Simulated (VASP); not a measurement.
A run of VASP 6.6.1:

INCAR

```
SYSTEM = P4C
  PREC = Accurate
  ENCUT = 600
  EDIFF = 1E-6
  ISMEAR = 0
  SIGMA = 0.1
  LREAL = .False.
  LASPH = .True.
  NELM = 60
  ALGO = Normal
  ISIF = 3
  LWAVE = .False.
  LCHARG = .False.
  GGA = PE
  IBRION = 2
  NSW = 100
  EDIFFG = -0.01
```

The input KPOINTS:

```
Automatic mesh
0
Gamma
  8 8 12
  0 0 0
```

Contents of POSCAR:

```
P4C
1.0
    3.0060549040     -4.5945625862      0.0000000000
    3.0060549040      4.5945625862      0.0000000000
    0.0000000000      0.0000000000      2.9330992606
P C
4 1
Direct
    0.7812471311      0.7812471311      0.5000000000
    0.2187528689      0.2187528689      0.5000000000
    0.6192613329      0.3807386671      0.0000000000
    0.3807386671      0.6192613329      0.0000000000
    0.0000000000      0.0000000000      0.0000000000
```

Potentials or basis: VASP PAW PBE potentials, release 64 (P, C).

Run with:

```console
$ cat potpaw_PBE.64/P/POTCAR potpaw_PBE.64/C/POTCAR > POTCAR
$ mpirun -np 1 vasp_std > vasp.out
```

Hardware: 1 thread of AMD EPYC 9R45 96-Core Processor (Zen 5), with other jobs on the host.

Task: How long does it take, and how much memory?

Result: Wall time 47 min on 1 thread of AMD EPYC 9R45 96-Core Processor (Zen 5), with other jobs on the host, peak memory 0.34 GiB. Counts: scf iterations 309, k points 147, ion steps 46.
